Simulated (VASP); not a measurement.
# Bi (P6/mmm) in VASP: a series of runs, part 2 of 3

VASP 6.6.1.

## 3. Density of states, PBE

The input, POSCAR:

```
Bi
1.0
    3.4343540751      0.0000000000      0.0000000000
   -1.7171770375      2.9742378746      0.0000000000
    0.0000000000      0.0000000000      3.3036471274
Bi
1
Direct
    0.0000000000      0.0000000000      0.5000000000
```

The input, INCAR.step1:

```
SYSTEM = Bi
ALGO = Fast ; EDIFF = 1E-7
ENCUT = 520 ; GGA = PE
ISIF = 2 ; ISMEAR = 0
LASPH = .True. ; LCHARG = .True.
LREAL = .False. ; LWAVE = .False.
NBANDS = 14 ; NELM = 60
PREC = Accurate ; SIGMA = 0.1
```

The input, KPOINTS.step1:

```
k-points
0
Gamma
  18 18 16
  0 0 0
```

The input, INCAR.step2:

```
SYSTEM = Bi
ALGO = Fast ; EDIFF = 1E-7
ENCUT = 520 ; GGA = PE
ICHARG = 11 ; ISIF = 2
ISMEAR = -5 ; LASPH = .True.
LCHARG = .False. ; LORBIT = 10
LREAL = .False. ; LWAVE = .False.
NBANDS = 14 ; NEDOS = 1001
NELM = 60 ; PREC = Accurate
SIGMA = 0.1
```

The input, KPOINTS.step2:

```
k-points
0
Gamma
  27 27 24
  0 0 0
```

Potentials or basis: VASP PAW PBE potentials, release 64 (Bi_d).

On the command line:

```bash
$ cat potpaw_PBE.64/Bi_d/POTCAR > POTCAR
$ cp INCAR.step1 INCAR
$ cp KPOINTS.step1 KPOINTS
$ mpirun -np 1 vasp_std > vasp.out
$ cp INCAR.step2 INCAR
$ cp KPOINTS.step2 KPOINTS
$ mpirun -np 1 vasp_std > vasp.out
```

OUTCAR:

```text
SYSTEM = Bi
   EDIFF = 1E-7
   ENCUT = 520
   GGA = PE
   ICHARG = 11
   ISIF = 2
   ISMEAR = -5
   LASPH = .True.
   LORBIT = 10
   LREAL = .False.
   NELM = 60
   PREC = Accurate

 ion  position               nearest neighbor table
   1  0.000  0.000  0.500-

  LATTYP: Found a hexagonal cell.
 ALAT       =     3.4343540751
 C/A-ratio  =     0.9619413302

  Lattice vectors:

 A1 = (   3.4343540751,   0.0000000000,   0.0000000000)
 A2 = (  -1.7171770375,   2.9742378746,   0.0000000000)
 A3 = (   0.0000000000,   0.0000000000,   3.3036471274)

Analysis of symmetry for initial positions (statically):
=====================================================================
 Subroutine PRICEL returns:
 Original cell was already a primitive cell.

 Routine SETGRP: Setting up the symmetry group for a
 hexagonal supercell.

 Subroutine GETGRP returns: Found 24 space group operations
 (whereof 24 operations were pure point group operations)
 out of a pool of 24 trial point group operations.

The static configuration has the point symmetry D_6h.

Analysis of symmetry for dynamics (positions and initial velocities):
=====================================================================
 Subroutine PRICEL returns:
 Original cell was already a primitive cell.

 Routine SETGRP: Setting up the symmetry group for a
 hexagonal supercell.

 Subroutine GETGRP returns: Found 24 space group operations
 (whereof 24 operations were pure point group operations)
 out of a pool of 24 trial point group operations.

The dynamic configuration has the point symmetry D_6h.

 Subroutine INISYM returns: Found 24 space group operations
 (whereof 24 operations are pure point group operations),
 and found     1 'primitive' translations

----------------------------------------------------------------------------------------

                                     Primitive cell

  volume of cell :      33.7454

  direct lattice vectors                    reciprocal lattice vectors
     3.434354075  0.000000000  0.000000000     0.291175568  0.168110293  0.000000000
    -1.717177037  2.974237875  0.000000000     0.000000000  0.336220586  0.000000000
     0.000000000  0.000000000  3.303647127     0.000000000  0.000000000  0.302695767

  length of vectors
     3.434354075  3.434354075  3.303647127     0.336220586  0.336220586  0.302695767

  position of ions in fractional coordinates (direct lattice)
     0.000000000  0.000000000  0.500000000

  ion indices of the primitive-cell ions
   primitive index   ion index
                 1           1

----------------------------------------------------------------------------------------

 KPOINTS: k-points

Automatic generation of k-mesh.
 Grid dimensions read from file:
 generate k-points for:   27   27   24

 Generating k-lattice:

  Cartesian coordinates                     Fractional coordinates (reciprocal lattice)
     0.010784280  0.006226307  0.000000000     0.037037037  0.000000000  0.000000000
     0.000000000  0.012452614  0.000000000     0.000000000  0.037037037  0.000000000
     0.000000000  0.000000000  0.012612324     0.000000000  0.000000000  0.041666667

  Length of vectors
     0.012452614  0.012452614  0.012612324

  Shift w.r.t. Gamma in fractional coordinates (k-lattice)
     0.000000000  0.000000000  0.000000000

 TETIRR: Found  17736 inequivalent tetrahedra from   104976

 Subroutine IBZKPT returns following result:
 ===========================================

 Found    975 irreducible k-points:

 Following reciprocal coordinates:
            Coordinates               Weight
  0.000000  0.000000  0.000000      1.000000
  0.037037  0.000000  0.000000      6.000000
  0.074074  0.000000  0.000000      6.000000
  0.111111  0.000000  0.000000      6.000000
  0.148148  0.000000  0.000000      6.000000
  0.185185  0.000000  0.000000      6.000000
[... 16 lines left out ...]
  0.333333  0.037037  0.000000     12.000000
  0.370370  0.037037  0.000000     12.000000
 [... further k-points ...]
   k-points           NKPTS =    975   k-points in BZ     NKDIM =    975   number of bands    NBANDS=     14
   number of dos      NEDOS =   1001   number of ions     NIONS =      1
   total plane-waves  NPLWV =  21952
   dimension x,y,z NGX =    28 NGY =   28 NGZ =   28
   dimension x,y,z NGXF=    56 NGYF=   56 NGZF=   56
   ions per type =               1
   NGX,Y,Z   is equivalent  to a cutoff of  13.55, 13.55, 14.09 a.u.
   NGXF,Y,Z  is equivalent  to a cutoff of  27.11, 27.11, 28.18 a.u.
 SYSTEM =  Bi
   PREC   = accura    normal or accurate (medium, high low for compatibility)
   ISTART =      0    job   : 0-new  1-cont  2-samecut
   ICHARG =     11    charge: 1-file 2-atom 10-const
   ISPIN  =      1    spin polarized calculation?
   LNONCOLLINEAR =      F non collinear calculations
   LSORBIT =      F    spin-orbit coupling
   LASPH  =      T    aspherical Exc in radial PAW
   ENCUT  =  520.0 eV  38.22 Ry    6.18 a.u.   6.39  6.39  6.14*2*pi/ulx,y,z
   NELM   =     60;   NELMIN=  2; NELMDL=  0     # of ELM steps
   EDIFF  = 0.1E-06   stopping-criterion for ELM
   LREAL  =      F    real-space projection
   EDIFFG = 0.1E-05   stopping-criterion for IOM
   NSW    =      0    number of steps for IOM
   IBRION =     -1    ionic relax: 0-MD 1-quasi-New 2-CG
   NFREE  =      0    steps in history (QN), initial steepest desc. (CG)
   ISIF   =      2    stress and relaxation
   ISYM   =      2    0-nonsym 1-usesym 2-fastsym
   POTIM  = 0.5000    time-step for ionic-motion
   TEBEG  =    0.0;   TEEND  =   0.0 temperature during run
   PSTRESS=    0.0 pullay stress
   NELECT =      15.0000    total number of electrons
   NUPDOWN=      -1.0000    fix difference up-down
   EMIN   =  10.00;   EMAX   =-10.00  energy-range for DOS
   EFERMI =   0.00;   METHOD = LEGACY
   ISMEAR =    -5;   SIGMA  =   0.10  broadening in eV -4-tet -1-fermi 0-gaus
   EFERMI_NEDOS =   21; number of points for ismear=-14 and -15
   IALGO  =     68    algorithm
   IMIX   =      4    mixing-type and parameters
     AMIX     =   0.40;   BMIX     =  1.00
     AMIX_MAG =   1.60;   BMIX_MAG =  1.00
  volume/ion in A,a.u.               =      33.75       227.73
  Fermi-wavevector in a.u.,A,eV,Ry     =   1.249397  2.361018 21.238596  1.560993
  Thomas-Fermi vector in A             =   2.383439
   LORBIT       =     10    0 simple, 1 ext, 2 COOP (PROOUT), +10 PAW based schemes
   GGA     = PE    functional components
   LHFCALC =     F    Hartree Fock is set to
   AEXX    =    0.0000 exact exchange contribution
   IVDW    =     0    specifies the selected vdW correction
   LEPSILON=     F    determine dielectric tensor
   LRPA    =     F    only Hartree local field effects (RPA)
 non-spin polarized calculation
 RMM-DIIS sequential band-by-band and
 Fermi weights with tetrahedron method with Bloechl corrections
  energy-cutoff  :      520.00
  volume of cell :       33.75
 maximum number of plane-waves:       930
 NGX is ok and might be reduce to    28

 number of electron      15.0000003 magnetization

 Free energy of the ion-electron system (eV)
  ---------------------------------------------------
  ext. energy  EPLUGINS =         0.00000000
  ---------------------------------------------------
  free energy    TOTEN  =        -3.82293846 eV

  energy without entropy =       -3.82293846  energy(sigma->0) =       -3.82293846

 E-fermi :   6.9047     XC(G=0):  -9.8324

 val. band max:        6.9888314465   @ k =   0.2593   0.1852   0.2500
 cond. band min:       6.8048245513   @ k =   0.1481   0.1481   0.2083
 fundamental gap:     -0.1840068952
 Fermi energy:         6.9047392235

 k-point     1 :       0.0000    0.0000    0.0000
  band No.  band energies     occupation
      1     -16.1346      2.00000
      2     -16.0323      2.00000
      3     -16.0323      2.00000
      4     -15.8671      2.00000
      5     -15.8671      2.00000
      6      -6.2689      2.00000
      7       9.5574      0.00000
      8      11.2308      0.00000
      9      11.2308      0.00000
     10      13.3829      0.00000
     11      15.3800      0.00000
     12      16.4032      0.00000
     13      17.6543      0.00000
     14      17.6543      0.00000
[... 375 lines left out ...]
 k-point    24 :       0.3704    0.0370    0.0000
  band No.  band energies     occupation
      1     -16.1109      2.00000
      2     -15.9953      2.00000
      3     -15.9262      2.00000
      4     -15.8836      2.00000
      5     -15.8823      2.00000
      6      -4.2427      2.00000
      7       2.9416      2.00000
      8       8.4663      0.00000
      9      11.6693      0.00000
     10      13.0365      0.00000
     11      15.6868      0.00000
     12      18.8523      0.00000
     13      19.5362      0.00000
     14      22.4944      0.00000

 [... further k-points ...]
[... 5 lines left out ...]
  --------------------------------------------------------------------------------------
  -------------------------------------------------------------------------------------
  Total        0.0075195      0.0075195     -0.0608440      0.0000000      0.0000000      0.0000000
  in kB        0.3570134      0.3570134     -2.8887742      0.0000000      0.0000000      0.0000000
  external PRESSURE =      -0.7249158 kB  Pullay stress =       0.0000000 kB

 VOLUME and BASIS-vectors are now :
 -----------------------------------------------------------------------------
  energy-cutoff  :      520.00
  volume of cell :       33.75
      direct lattice vectors                 reciprocal lattice vectors
     3.434354075  0.000000000  0.000000000     0.291175568  0.168110293  0.000000000
    -1.717177037  2.974237875  0.000000000     0.000000000  0.336220586  0.000000000
     0.000000000  0.000000000  3.303647127     0.000000000  0.000000000  0.302695767

 POSITION                                       TOTAL-FORCE (eV/Angst)
 -----------------------------------------------------------------------------------
      0.00000      0.00000      1.65182         0.000000      0.000000      0.000000
 -----------------------------------------------------------------------------------
    total drift:                               -0.000000     -0.000000      0.000000

  FREE ENERGIE OF THE ION-ELECTRON SYSTEM (eV)
  ---------------------------------------------------
  free  energy   TOTEN  =        -3.8229384591 eV

  energy  without entropy=       -3.8229384591  energy(sigma->0) =       -3.82293846

 total charge

# of ion       s       p       d       tot
------------------------------------------
    1        1.552   1.277   9.914  12.743
```

OUTCAR.step1:

```text
SYSTEM = Bi
   EDIFF = 1E-7
   ENCUT = 520
   GGA = PE
   ISIF = 2
   ISMEAR = 0
   LASPH = .True.
[... 627 lines left out ...]
 POSITION                                       TOTAL-FORCE (eV/Angst)
 -----------------------------------------------------------------------------------
      0.00000      0.00000      1.65182         0.000000      0.000000      0.000000
 -----------------------------------------------------------------------------------
    total drift:                               -0.000000     -0.000000      0.000000

  FREE ENERGIE OF THE ION-ELECTRON SYSTEM (eV)
  ---------------------------------------------------
  free  energy   TOTEN  =        -3.8280716137 eV

  energy  without entropy=       -3.8260553360  energy(sigma->0) =       -3.82706347
```

OSZICAR.step1:

```text
N       E                     dE             d eps       ncg     rms          rms(c)
DAV:   1     0.113818699040E+03    0.11382E+03   -0.79577E+03  9366   0.124E+03
DAV:   2     0.321623644766E+01   -0.11060E+03   -0.10663E+03  9816   0.329E+02
DAV:   3    -0.365183962448E+01   -0.68681E+01   -0.68377E+01 11766   0.807E+01
DAV:   4    -0.382397773987E+01   -0.17214E+00   -0.17210E+00 12622   0.137E+01
DAV:   5    -0.382879798679E+01   -0.48202E-02   -0.48201E-02 12488   0.199E+00    0.490E-01
RMM:   6    -0.382729152305E+01    0.15065E-02   -0.60685E-03 11269   0.910E-01    0.298E-01
RMM:   7    -0.382787133324E+01   -0.57981E-03   -0.54182E-03 11310   0.774E-01    0.825E-02
RMM:   8    -0.382803671444E+01   -0.16538E-03   -0.12477E-03 13249   0.433E-01    0.110E-02
RMM:   9    -0.382806999535E+01   -0.33281E-04   -0.36580E-04 15176   0.171E-01    0.101E-02
RMM:  10    -0.382807145336E+01   -0.14580E-05   -0.52070E-05 12798   0.101E-01    0.486E-03
RMM:  11    -0.382807151531E+01   -0.61953E-07   -0.28340E-05 14761   0.508E-02    0.184E-03
RMM:  12    -0.382807176054E+01   -0.24523E-06   -0.59192E-06 15924   0.222E-02    0.863E-04
RMM:  13    -0.382807153046E+01    0.23008E-06   -0.46829E-07  9142   0.717E-03    0.425E-04
RMM:  14    -0.382807161371E+01   -0.83255E-07   -0.17095E-07  7001   0.398E-03
   1 F= -.38280716E+01 E0= -.38270635E+01  d E =-.201628E-02
```

It took 5.3 min on 1 thread of Intel Xeon Platinum 8488C (Sapphire Rapids), shared host; peak memory 0.51 GiB.

What came out:

```
Valence electrons inside the program's atomic spheres : Bi 12.74
```

Caveat: spin-orbit coupling is left out, which moves the levels of the heavy elements; tetrahedron occupations give inexact forces and stress in metals.

[end of part 2 of 3]
